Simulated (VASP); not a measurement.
A run of VASP 6.6.1 is set up as follows.

Contents of INCAR:

```
PREC = Accurate
ENCUT = 520
EDIFF = 1E-6
ISMEAR = 1
SIGMA = 0.05
LREAL = False
LASPH = True
NELM = 150
ALGO = Normal
ISIF = 2
LWAVE = False
LCHARG = False
MAGMOM = 0 0 0
LORBIT = 11
LSORBIT = True
GGA_COMPAT = False
LORBMOM = True
GGA = RE
NBANDS = 23
```

KPOINTS

```
regular mesh
0
Gamma
  10 10 10
```

POSCAR

```
Cd
1.0
    0.0000000000      2.2833166340      2.2833166340
    2.2833166340      0.0000000000      2.2833166340
    2.2833166340      2.2833166340      0.0000000000
Cd
1
Direct
    0.0000000000      0.0000000000      0.0000000000
```

Potentials or basis: VASP PAW PBE potentials, release 64 (Cd).

Command:

```console
$ cat potpaw_PBE.64/Cd/POTCAR > POTCAR
$ mpirun -np 1 vasp_ncl > vasp.out
```

Predict the pressure.

0.3 GPa.

What does it give for the net moment?

0.00 μB per cell.

Moments on the atoms (μB; x, y, z):
```
Cd  0.00 0.00 0.00
```

Caveat: the PAW data sets were made with another functional, which shifts forces and pressure a little.
